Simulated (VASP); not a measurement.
A run of VASP 6.6.1:

Contents of INCAR:

```
SYSTEM = InP
  PREC = Accurate
  ENCUT = 520
  EDIFF = 1E-6
  ISMEAR = -1
  SIGMA = 0.05
  LREAL = .False.
  LASPH = .True.
  NELM = 100
  ALGO = Normal
  ISIF = 2
  LWAVE = .False.
  LCHARG = .False.
  GGA = PS
  NBANDS = 16
```

KPOINTS

```
regular mesh
0
Gamma
  6 6 6
  0 0 0
```

The input POSCAR:

```
InP
1.0
    0.0000000000      2.9390848863      2.9390848863
    2.9390848863      0.0000000000      2.9390848863
    2.9390848863      2.9390848863      0.0000000000
In P
1 1
Direct
    0.0000000000      0.0000000000      0.0000000000
    0.2500000000      0.2500000000      0.2500000000
```

Potentials or basis: VASP PAW PBE potentials, release 64 (In_d, P).

Run with:

```bash
$ cat potpaw_PBE.64/In_d/POTCAR potpaw_PBE.64/P/POTCAR > POTCAR
$ mpirun -np 1 vasp_std > vasp.out
```

Hardware: 1 thread of Intel Xeon 8259CL, with other jobs on the host.

**Question.** Estimate the wall time of this run.

**Answer.** Run time: 26 s on 1 thread of Intel Xeon 8259CL (shared host), peak memory 0.15 GiB. Counts: scf iterations 12, k points 16.
